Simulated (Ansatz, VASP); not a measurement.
## One calculation of BaS, two programs

```xyz
4
Lattice="5.3819 0.0000 0.0000 -2.6909 4.6608 0.0000 0.0000 0.0000 6.5665" Properties=species:S:1:pos:R:3 pbc="T T T"
Ba    0.0000    3.1072   -0.4104
Ba    2.6909    1.5536    2.8729
S     0.0000    3.1072    2.8729
S     2.6909    1.5536    6.1561
```

Change from the starting cell: uniaxial_z strain +2.9%.

Alike in both runs: task single point; functional PBE; k mesh 6 × 6 × 4; occupations fermi-dirac, width 0.02 eV; no spin polarisation.

|  | VASP | Ansatz |
| --- | --- | --- |
| version | VASP 6.6.1 | Ansatz 0.2.0 |
| potentials or method | VASP PAW PBE potentials, release 64 (Ba_sv, S) | plane waves, PAW |
| plane-wave cutoff (eV) | 520 | 420 |
| valence electrons in the cell | 32 | 32 |

Ansatz gave:

```
gap on the k mesh at the Fermi level (eV)                     : 2.62
pressure (GPa)                                                : -0.9
traceless stress, the component that is largest in VASP (GPa) : -1.00
```

Question: Which values does VASP return?

Answer: gap on the k mesh at the Fermi level (eV): 2.54; pressure (GPa): -0.5; traceless stress, the component that is largest in VASP (GPa): -1.04.

Spin-orbit coupling is off throughout.
